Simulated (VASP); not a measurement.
# SrTe (Fm-3m) in VASP: a series of runs

Runs on SrTe. Level: r2SCAN. Tasks: single point.

Program: VASP 6.6.1. These are calculated values, not measurements. Logs are shortened: lines on timing, memory, paths and dates and some standing lists are left out, and cuts for length are marked.

**1. The cell of the first run**

It takes space group Fm-3m (No. 225, cubic). Conventional cell: a = 6.661 Å, b = 6.661 Å, c = 6.661 Å, α = 90.00°, β = 90.00°, γ = 90.00°. Within 4.4 Å of Sr (site symmetry m-3m) lie 6 Te at 3.33 Å. Te (site symmetry m-3m) has 6 Sr at 3.33 Å within 4.4 Å.

**2. Single point, r2SCAN (36.95 Å³/atom)**

POSCAR

```
SrTe
1.0
    0.0000000000      3.3305801465      3.3305801465
    3.3305801465      0.0000000000      3.3305801465
    3.3305801465      3.3305801465      0.0000000000
Sr Te
1 1
Direct
    0.5000000000      0.5000000000      0.5000000000
    0.0000000000      0.0000000000      0.0000000000
```

INCAR.step1

```
PREC = Accurate
ENCUT = 550
ISMEAR = 0
SIGMA = 0.05
LREAL = False
LASPH = True
NELM = 120
NBANDS = 15
GGA = PE
ALGO = Normal
EDIFF = 1E-5
LWAVE = True
LCHARG = False
GGA_COMPAT = False
```

INCAR.step2

```
PREC = Accurate
ENCUT = 550
EDIFF = 1E-6
ISMEAR = 0
SIGMA = 0.05
LREAL = False
LASPH = True
NELM = 120
ALGO = Normal
ISIF = 2
LWAVE = False
LCHARG = False
METAGGA = R2SCAN
LMIXTAU = True
NBANDS = 15
ISTART = 1
GGA_COMPAT = False
```

KPOINTS

```
regular mesh
0
Gamma
  6 6 6
```

Potentials or basis: VASP PAW PBE potentials, release 64 (Sr_sv, Te).

The run is started by

```console
$ cat potpaw_PBE.64/Sr_sv/POTCAR potpaw_PBE.64/Te/POTCAR > POTCAR
$ cp INCAR.step1 INCAR
$ mpirun -np 1 vasp_std > vasp.out
$ cp INCAR.step2 INCAR
$ mpirun -np 1 vasp_std > vasp.out
```

OUTCAR:

```text
PREC = Accurate
   ENCUT = 550
   EDIFF = 1E-6
   ISMEAR = 0
   LREAL = False
   LASPH = True
   NELM = 120
   ISIF = 2
   METAGGA = R2SCAN
   ISTART = 1

 ion  position               nearest neighbor table
   1  0.500  0.500  0.500-   2 3.33   2 3.33   2 3.33   2 3.33   2 3.33   2 3.33
   2  0.000  0.000  0.000-   1 3.33   1 3.33   1 3.33   1 3.33   1 3.33   1 3.33

  LATTYP: Found a face centered cubic cell.
 ALAT       =     6.6611602930

  Lattice vectors:

 A1 = (   0.0000000000,   3.3305801465,   3.3305801465)
 A2 = (   3.3305801465,   0.0000000000,   3.3305801465)
 A3 = (   3.3305801465,   3.3305801465,   0.0000000000)

Analysis of symmetry for initial positions (statically):
=====================================================================
 Subroutine PRICEL returns:
 Original cell was already a primitive cell.

 Routine SETGRP: Setting up the symmetry group for a
 face centered cubic supercell.

 Subroutine GETGRP returns: Found 48 space group operations
 (whereof 48 operations were pure point group operations)
 out of a pool of 48 trial point group operations.

The static configuration has the point symmetry O_h .

Analysis of symmetry for dynamics (positions and initial velocities):
=====================================================================
 Subroutine PRICEL returns:
 Original cell was already a primitive cell.

 Routine SETGRP: Setting up the symmetry group for a
 face centered cubic supercell.

 Subroutine GETGRP returns: Found 48 space group operations
 (whereof 48 operations were pure point group operations)
 out of a pool of 48 trial point group operations.

The dynamic configuration has the point symmetry O_h .

 Subroutine INISYM returns: Found 48 space group operations
 (whereof 48 operations are pure point group operations),
 and found     1 'primitive' translations

----------------------------------------------------------------------------------------

                                     Primitive cell

  volume of cell :      73.8907

  direct lattice vectors                    reciprocal lattice vectors
     0.000000000  3.330580147  3.330580147    -0.150123996  0.150123996  0.150123996
     3.330580147  0.000000000  3.330580147     0.150123996 -0.150123996  0.150123996
     3.330580147  3.330580147  0.000000000     0.150123996  0.150123996 -0.150123996

  length of vectors
     4.710151614  4.710151614  4.710151614     0.260022388  0.260022388  0.260022388

  position of ions in fractional coordinates (direct lattice)
     0.500000000  0.500000000  0.500000000
     0.000000000  0.000000000  0.000000000

  ion indices of the primitive-cell ions
[... 78 lines left out ...]
   NUPDOWN=      -1.0000    fix difference up-down
   EMIN   =  10.00;   EMAX   =-10.00  energy-range for DOS
   EFERMI =   0.00;   METHOD = LEGACY
   ISMEAR =     0;   SIGMA  =   0.05  broadening in eV -4-tet -1-fermi 0-gaus
   EFERMI_NEDOS =   21; number of points for ismear=-14 and -15
   IALGO  =     38    algorithm
   IMIX   =      4    mixing-type and parameters
     AMIX     =   0.40;   BMIX     =  1.00
     AMIX_MAG =   1.60;   BMIX_MAG =  1.00
  volume/ion in A,a.u.               =      36.95       249.32
  Fermi-wavevector in a.u.,A,eV,Ry     =   0.983071  1.857735 13.149062  0.966429
  Thomas-Fermi vector in A             =   2.114201
   LORBIT       =      0    0 simple, 1 ext, 2 COOP (PROOUT), +10 PAW based schemes
   METAGGA = R2SCAN    functional components
   LHFCALC =     F    Hartree Fock is set to
   AEXX    =    0.0000 exact exchange contribution
   IVDW    =     0    specifies the selected vdW correction
   LEPSILON=     F    determine dielectric tensor
   LRPA    =     F    only Hartree local field effects (RPA)
 non-spin polarized calculation
 Gauss-broadening in eV      SIGMA  =   0.05
  energy-cutoff  :      550.00
  volume of cell :       73.89
 maximum number of plane-waves:      2200
   NGX = 17   NGY = 17   NGZ = 17

 number of electron      16.0000000 magnetization

 Free energy of the ion-electron system (eV)
  ---------------------------------------------------
  ext. energy  EPLUGINS =         0.00000000
  ---------------------------------------------------
  free energy    TOTEN  =       -44.59252443 eV

  energy without entropy =      -44.59252443  energy(sigma->0) =      -44.59252443

 E-fermi :   2.9631     XC(G=0):  -8.8898

 val. band max:        2.6301366286   @ k =   0.0000   0.0000   0.0000
 cond. band min:       4.7230897234   @ k =   0.5000   0.5000   0.0000
 fundamental gap:      2.0929530948
 Fermi energy:         2.9631332022

 k-point     1 :       0.0000    0.0000    0.0000
  band No.  band energies     occupation
      1     -33.2625      2.00000
      2     -14.6316      2.00000
      3     -14.6316      2.00000
      4     -14.6316      2.00000
      5      -7.6401      2.00000
      6       2.6301      2.00000
      7       2.6301      2.00000
      8       2.6301      2.00000
      9       6.2462      0.00000
     10       6.3523      0.00000
     11       6.3523      0.00000
     12       6.3523      0.00000
     13       7.0466      0.00000
     14       7.0466      0.00000
[... 257 lines left out ...]
      2     -14.7033      2.00000
      3     -14.6783      2.00000
      4     -14.6724      2.00000
      5      -7.0866      2.00000
      6       0.7989      2.00000
      7       1.2885      2.00000
      8       1.3604      2.00000
      9       5.9174      0.00000
     10       7.6642      0.00000
     11       8.1809      0.00000
     12       8.9296      0.00000
     13       9.3651      0.00000
     14       9.7569      0.00000
     15      11.8069      0.00000

------------------------ aborting loop because EDIFF is reached ----------------------------------------

  FORCE on cell =-STRESS in cart. coord.  units (eV):
  Direction    XX          YY          ZZ          XY          YZ          ZX
  --------------------------------------------------------------------------------------
  -------------------------------------------------------------------------------------
  Total        0.3869604      0.3869604      0.3869604     -0.0000000      0.0000000     -0.0000000
  in kB        8.3904917      8.3904917      8.3904917     -0.0000000      0.0000000     -0.0000000
  external PRESSURE =       8.3904917 kB  Pullay stress =       0.0000000 kB

 VOLUME and BASIS-vectors are now :
 -----------------------------------------------------------------------------
  energy-cutoff  :      550.00
  volume of cell :       73.89
      direct lattice vectors                 reciprocal lattice vectors
     0.000000000  3.330580147  3.330580147    -0.150123996  0.150123996  0.150123996
     3.330580147  0.000000000  3.330580147     0.150123996 -0.150123996  0.150123996
     3.330580147  3.330580147  0.000000000     0.150123996  0.150123996 -0.150123996

 POSITION                                       TOTAL-FORCE (eV/Angst)
 -----------------------------------------------------------------------------------
      3.33058      3.33058      3.33058        -0.000000     -0.000000     -0.000000
      0.00000      0.00000      0.00000         0.000000      0.000000      0.000000
 -----------------------------------------------------------------------------------
    total drift:                                0.000000      0.000000      0.000000

  FREE ENERGIE OF THE ION-ELECTRON SYSTEM (eV)
  ---------------------------------------------------
  free  energy   TOTEN  =       -44.5925244252 eV

  energy  without entropy=      -44.5925244252  energy(sigma->0) =      -44.59252443
```

Run time: 90 s. Hardware: 1 thread of Intel Xeon 8259CL, shared host; peak memory 0.23 GiB.

What came out:

```
Free energy            : -44.5925 eV
Pressure               : 0.8 GPa
Band gap on the k mesh : 2.09 eV (least direct gap 2.85 eV)
```

Caveat: the PAW data sets were made with another functional, which shifts forces and pressure a little; spin-orbit coupling is left out, which moves the levels of the heavy elements.

[end of part 1 of 2]
